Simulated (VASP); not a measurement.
# Al12HC in VASP: further runs, part 2 of 2

VASP 6.6.1. Earlier steps stand in the parts before.

**3. Single point, PBE**

INCAR

```
ALGO = Normal
EDIFF = 1E-6
ENCUT = 520
GGA = PE
ISIF = 2
ISMEAR = -1
LASPH = T
LCHARG = F
LREAL = F
LWAVE = F
NBANDS = 34
NELM = 100
PREC = Accurate
SIGMA = 0.15
```

KPOINTS

```
k-points
0
Gamma
  3 3 1
```

POSCAR

```
Al12HC
1.0
    5.7275650000      0.0000000000      0.0000000000
    2.8637820000      4.9602170000      0.0000000000
    0.0000000000      0.0000000000     17.6765370000
Al C H
12 1 1
Direct
    0.1666666208      0.1666667003      0.0565722234
    0.6666667081      0.1666667003      0.0565722234
    0.1666666712      0.6666665995      0.0565722234
    0.6666667585      0.6666665995      0.0565722234
   -0.1664790456      0.3328691063      0.1880631370
    0.3332149925      0.3333380374      0.1878186321
   -0.1660856335      0.8339923435      0.1880836162
    0.3327563997      0.8336217952      0.1880782984
    0.0002938191      0.0004616734      0.3150937313
    0.4909768705      0.0187661145      0.3247222575
    0.0186517556      0.4910994821      0.3247299513
    0.4908938899      0.4910720640      0.3248014586
    0.6667923931      0.6669192094      0.3773676937
    0.6673115638      0.6673516501      0.4396050539
```

Potentials or basis: VASP PAW PBE potentials, release 64 (Al, C, H).

Launch:

```bash
cat potpaw_PBE.64/Al/POTCAR potpaw_PBE.64/C/POTCAR potpaw_PBE.64/H/POTCAR > POTCAR
mpirun -np 1 vasp_std > vasp.out
```

It took 2.4 min on 1 thread of AMD EPYC 9R14 (Zen 4), shared host; peak memory 0.64 GiB.

Results (log left out):

| Item | Value |
| --- | --- |
| Free energy | -55.0662 eV |
| Largest force | 0.027 eV/Å |

Forces on the atoms (eV/Å):
```
Al   0.001  0.000 -0.007
Al   0.000  0.000 -0.008
Al   0.000  0.000 -0.008
Al   0.002  0.002  0.014
Al   0.003  0.015  0.010
Al   0.002  0.000  0.009
Al  -0.018 -0.010  0.009
Al   0.015 -0.005  0.009
Al  -0.005 -0.003  0.001
Al   0.002  0.000 -0.009
Al   0.001  0.001 -0.010
Al  -0.006 -0.004 -0.012
C    0.010  0.006 -0.024
H   -0.005 -0.002  0.027
```

Levels at points of the mesh, in eV from the Fermi level:
```
           k point  band 18  band 19  band 20  band 21  band 22  band 23
(0.00, 0.00, 0.00)    -1.82    -1.82    -1.27    -0.43    -0.43    -0.40
```

Caveat: the k points lie up to 0.42 Å⁻¹ apart.

**4. Single point, PBE**

INCAR

```
SYSTEM = Al12HC
PREC = Accurate ; ENCUT = 520
EDIFF = 1E-6 ; ISMEAR = -1
SIGMA = 0.15 ; LREAL = .FALSE.
LASPH = .TRUE. ; NELM = 60
ALGO = Normal ; ISIF = 2
LWAVE = .FALSE. ; LCHARG = .FALSE.
GGA = PE ; NBANDS = 34
```

KPOINTS

```
regular mesh
0
G
  3 3 1
  0 0 0
```

POSCAR

```
Al12HC
1.0
    5.7275650000      0.0000000000      0.0000000000
    2.8637820000      4.9602170000      0.0000000000
    0.0000000000      0.0000000000     17.6765370000
Al C H
12 1 1
Direct
    0.1666666208      0.1666667003      0.0565722234
    0.6666667081      0.1666667003      0.0565722234
    0.1666666712      0.6666665995      0.0565722234
    0.6666667585      0.6666665995      0.0565722234
   -0.1613376125      0.3299059295      0.1832486759
    0.3424636437      0.3250855759      0.1902955313
   -0.1607442335      0.8294423409      0.1901460111
    0.3423341297      0.8304287897      0.1902795214
    0.0262973892     -0.0330294017      0.3227683680
    0.5133812006     -0.0082992337      0.3178397443
    0.0260646963      0.5031628657      0.3228244876
    0.4948427132      0.5008821187      0.3234851940
    0.8524431835      0.3217260455      0.3740350273
    0.8572519765      0.3189745529      0.4363913022
```

Potentials or basis: VASP PAW PBE potentials, release 64 (Al, C, H).

Launch:

```bash
cat potpaw_PBE.64/Al/POTCAR potpaw_PBE.64/C/POTCAR potpaw_PBE.64/H/POTCAR > POTCAR
mpirun -np 1 vasp_std > vasp.out
```

OUTCAR:

```text
SYSTEM = Al12HC
   PREC = Accurate
   ENCUT = 520
   EDIFF = 1E-6
   ISMEAR = -1
   LREAL = .FALSE.
   LASPH = .TRUE.
   NELM = 60
   ISIF = 2
   GGA = PE

 ion  position               nearest neighbor table
   1  0.167  0.167  0.057-   5 2.77   2 2.86   4 2.86   3 2.86   3 2.86   2 2.86   4 2.86   6 2.89
                             8 2.89
   2  0.667  0.167  0.057-   5 2.79   6 2.86   1 2.86   4 2.86   3 2.86   3 2.86   4 2.86   1 2.86
[... 407 lines left out ...]
  energy-cutoff  :      520.00
  volume of cell :      502.19
      direct lattice vectors                 reciprocal lattice vectors
     5.727565000  0.000000000  0.000000000     0.174594265 -0.100802024  0.000000000
     2.863782000  4.960217000  0.000000000     0.000000000  0.201604083  0.000000000
     0.000000000  0.000000000 17.676537000     0.000000000  0.000000000  0.056572167

 POSITION                                       TOTAL-FORCE (eV/Angst)
 -----------------------------------------------------------------------------------
      1.43189      0.82670      1.00000        -0.226268      0.126871     -0.009406
      4.29567      0.82670      1.00000         0.262169      0.127923     -0.007165
      2.86378      3.30681      1.00000         0.008877     -0.006660      0.029455
      5.72757      3.30681      1.00000         0.017090     -0.297174     -0.005959
      5.74827      1.63640      3.23920        -0.000419      0.001298      0.005456
      2.89246      1.61250      3.36377        -0.001184      0.001750      0.002738
      7.18223      4.11421      3.36112         0.000041      0.000778      0.003647
      4.33891      4.11911      3.36348        -0.002233      0.001167      0.002518
      2.91981      4.79638      5.70543        -0.001218      0.004574     -0.001640
      5.78044      4.91905      5.61831        -0.000509      0.000771     -0.005633
      1.59024      2.49580      5.70642        -0.005538     -0.000023     -0.001412
      4.26866      2.48448      5.71810        -0.012014      0.008931     -0.008455
      5.80378      1.59583      6.61164        -0.016074      0.013719     -0.028294
      5.82344      1.58218      7.71389        -0.022721      0.016075      0.024150
 -----------------------------------------------------------------------------------
    total drift:                               -0.000043      0.000045     -0.000100

  FREE ENERGIE OF THE ION-ELECTRON SYSTEM (eV)
  ---------------------------------------------------
  free  energy   TOTEN  =       -55.0027489248 eV

  energy  without entropy=      -54.7262575823  energy(sigma->0) =      -54.86450325
```

stdout:

```text
POSCAR found type information on POSCAR AlC H
 POSCAR found :  3 types and      14 ions
 scaLAPACK will be used
 LDA part: xc-table for (Slater+PW92), standard interpolation
 POSCAR, INCAR and KPOINTS ok, starting setup
 FFT: planning ... GRIDC
 FFT: planning ... GRID_SOFT
 FFT: planning ... GRID
 WAVECAR not read
 entering main loop
```

Wall time 3.1 min (1 thread of AMD EPYC 9R14 (Zen 4), shared host); peak memory 0.65 GiB.

Results:

* Free energy: -55.0027 eV
* Largest force: 0.298 eV/Å

Forces in eV/Å, atoms in the order of the input:
```
Al  -0.226  0.127 -0.009
Al   0.262  0.128 -0.007
Al   0.009 -0.007  0.029
Al   0.017 -0.297 -0.006
Al   0.000  0.001  0.005
Al  -0.001  0.002  0.003
Al   0.000  0.001  0.004
Al  -0.002  0.001  0.003
Al  -0.001  0.005 -0.002
Al  -0.001  0.001 -0.006
Al  -0.006  0.000 -0.001
Al  -0.012  0.009 -0.008
C   -0.016  0.014 -0.028
H   -0.023  0.016  0.024
```

Levels at points of the mesh, in eV from the Fermi level:
```csv
k point,band 17,band 18,band 19,band 20,band 21,band 22,band 23,band 24
"(0.00, 0.00, 0.00)",-2.90,-1.75,-1.72,-1.47,-0.73,-0.42,-0.42,0.57
```

Caveat: the k points lie up to 0.42 Å⁻¹ apart.

**5. Single point, PBE**

INCAR

```
  ALGO = Normal
  EDIFF = 1E-6
  ENCUT = 520
  GGA = PE
  ISIF = 2
  ISMEAR = -1
  LASPH = T
  LCHARG = T
  LELF = T
  LREAL = F
  LVHAR = T
  LWAVE = F
  NBANDS = 34
  NELM = 100
  PREC = Accurate
  SIGMA = 0.15
```

KPOINTS

```
k-points
0
Gamma
  3 3 1
```

POSCAR

```
Al12HC
1.0
    5.7275650000      0.0000000000      0.0000000000
    2.8637820000      4.9602170000      0.0000000000
    0.0000000000      0.0000000000     17.6765370000
Al C H
12 1 1
Direct
    0.1666666208      0.1666667003      0.0565722234
    0.6666667081      0.1666667003      0.0565722234
    0.1666666712      0.6666665995      0.0565722234
    0.6666667585      0.6666665995      0.0565722234
   -0.1672435635      0.3336218960      0.1880782984
    0.3339143296      0.3339922427      0.1880836162
   -0.1667849706      0.8333381382      0.1878186321
    0.3335209175      0.8328690055      0.1880631370
   -0.0091062478     -0.0089278352      0.3248014586
    0.5186516180     -0.0089004171      0.3247299513
   -0.0090232672      0.5187662153      0.3247222575
    0.5002936814      0.5004617742      0.3150937313
    1.1667924299      0.1669193102      0.3773676937
    1.1673114261      0.1673517509      0.4396050539
```

Potentials or basis: VASP PAW PBE potentials, release 64 (Al, C, H).

Launch:

```bash
cat potpaw_PBE.64/Al/POTCAR potpaw_PBE.64/C/POTCAR potpaw_PBE.64/H/POTCAR > POTCAR
mpirun -np 1 vasp_std > vasp.out
```

OUTCAR:

```text
EDIFF = 1E-6
   ENCUT = 520
   GGA = PE
   ISIF = 2
   ISMEAR = -1
   LASPH = T
   LREAL = F
   NELM = 100
   PREC = Accurate

 ion  position               nearest neighbor table
   1  0.167  0.167  0.057-   8 2.85   5 2.85   6 2.86   2 2.86   4 2.86   3 2.86   3 2.86   2 2.86
                             4 2.86
   2  0.667  0.167  0.057-   7 2.85   6 2.85   5 2.85   1 2.86   4 2.86   3 2.86   3 2.86   4 2.86
                             1 2.86
[... 406 lines left out ...]
  energy-cutoff  :      520.00
  volume of cell :      502.19
      direct lattice vectors                 reciprocal lattice vectors
     5.727565000  0.000000000  0.000000000     0.174594265 -0.100802024  0.000000000
     2.863782000  4.960217000  0.000000000     0.000000000  0.201604083  0.000000000
     0.000000000  0.000000000 17.676537000     0.000000000  0.000000000  0.056572167

 POSITION                                       TOTAL-FORCE (eV/Angst)
 -----------------------------------------------------------------------------------
      1.43189      0.82670      1.00000         0.002011      0.001581      0.014314
      4.29567      0.82670      1.00000         0.000005      0.000041     -0.008023
      2.86378      3.30681      1.00000        -0.000399      0.000190     -0.008025
      5.72757      3.30681      1.00000         0.000580      0.000315     -0.007448
      5.72509      1.65484      3.32457         0.015019     -0.005104      0.008865
      2.86900      1.65667      3.32467        -0.018261     -0.010105      0.008857
      7.15879      4.13354      3.31998         0.001762      0.000348      0.008845
      4.29542      4.13121      3.32430         0.002759      0.015154      0.010022
      8.51362      4.91593      5.74137        -0.005832     -0.003752     -0.011865
      5.80890      4.91607      5.74010         0.000676      0.001356     -0.010120
      7.16152      2.57319      5.73996         0.001666      0.000138     -0.009374
      4.29868      2.48240      5.56977        -0.005418     -0.003328      0.000973
      1.43333      0.82796      6.67055         0.010443      0.005597     -0.023871
      1.43755      0.83010      7.77070        -0.005013     -0.002431      0.026851
 -----------------------------------------------------------------------------------
    total drift:                               -0.000002      0.000001      0.000023

  FREE ENERGIE OF THE ION-ELECTRON SYSTEM (eV)
  ---------------------------------------------------
  free  energy   TOTEN  =       -55.0661508092 eV

  energy  without entropy=      -54.7287828379  energy(sigma->0) =      -54.89746682
```

It took 2.5 min on 1 thread of AMD EPYC 9R14 (Zen 4), shared host; peak memory 0.65 GiB.

What came out:

- Free energy: -55.0662 eV
- Largest force: 0.027 eV/Å

Forces on the atoms (eV/Å):
```
Al   0.002  0.002  0.014
Al   0.000  0.000 -0.008
Al   0.000  0.000 -0.008
Al   0.001  0.000 -0.007
Al   0.015 -0.005  0.009
Al  -0.018 -0.010  0.009
Al   0.002  0.000  0.009
Al   0.003  0.015  0.010
Al  -0.006 -0.004 -0.012
Al   0.001  0.001 -0.010
Al   0.002  0.000 -0.009
Al  -0.005 -0.003  0.001
C    0.010  0.006 -0.024
H   -0.005 -0.002  0.027
```

Levels at points of the mesh, in eV from the Fermi level:
| k point | band 16 | band 17 | band 18 | band 19 | band 20 | band 21 | band 22 | band 23 | band 24 | band 25 |
| --- | --- | --- | --- | --- | --- | --- | --- | --- | --- | --- |
| (0.00, 0.00, 0.00) | -2.90 | -2.80 | -1.82 | -1.82 | -1.27 | -0.43 | -0.43 | -0.40 | 0.70 | 1.36 |

Caveat: the k points lie up to 0.42 Å⁻¹ apart.
